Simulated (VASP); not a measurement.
CoSi2: single point with PBEsol

CoSi2:

```
Co Si
1.0
     0.00000    2.72266    2.78907
     2.72266    0.00000    2.78907
     2.72266    2.72266    0.00000
Co Si
1 2
Direct
  0.00000 0.00000 0.00000
  0.25000 0.25000 0.25000
  0.75000 0.75000 0.75000
```

This cell differs from its parent crystal: strain +0.025 along x and y, +0.050 along z.

- Program: VASP 6.6.1
- Task: single point
- Functional: PBEsol
- Potentials or basis: VASP PAW PBE potentials, release 64 (Co, Si)
- Cutoff: 520 eV
- k mesh: 16 × 16 × 16
- Occupations: gaussian, width 0.15 eV
- Spin: no spin polarisation
- Dipole correction: no
- Further INCAR settings: ALGO = Normal; EDIFF = 1e-06; NBANDS = 16

```yaml
Pressure: -15.2 GPa
Band_gap_on_the_k_mesh: zero (an odd number of electrons rules out a gap without spin polarisation)
```

Stress tensor (GPa, compression positive):
```
-14.62   0.00   0.00
  0.00 -14.62   0.00
  0.00   0.00 -16.35
```

Levels at points of the mesh, in eV from the Fermi level:
```tsv
k point	band 7	band 8	band 9	band 10	band 11	band 12
(0.00, 0.00, 0.00)	0.11	3.05	3.05	3.21	3.35	3.50
(0.50, 0.00, 0.00)	-1.42	-0.50	-0.33	2.43	3.15	3.23
(0.50, 0.50, 0.00)	-1.79	-1.76	-1.15	1.40	2.92	8.48
(0.50, 0.00, 0.50)	-1.70	-1.69	-1.17	1.25	2.81	8.51
```

Wall time 9.6 min on 1 thread of Intel Xeon 8259CL, on a shared host, peak memory 0.35 GiB.

Caveat: the cell differs from its parent crystal (strain +0.025 along x and y, +0.050 along z); the cell stands under tension; the PAW data sets were made with another functional, which shifts forces and pressure a little; the run has no spin polarisation, though such a crystal can be magnetic. Spin polarisation is off, so any magnetic state and its effect on volume and gap are missing.
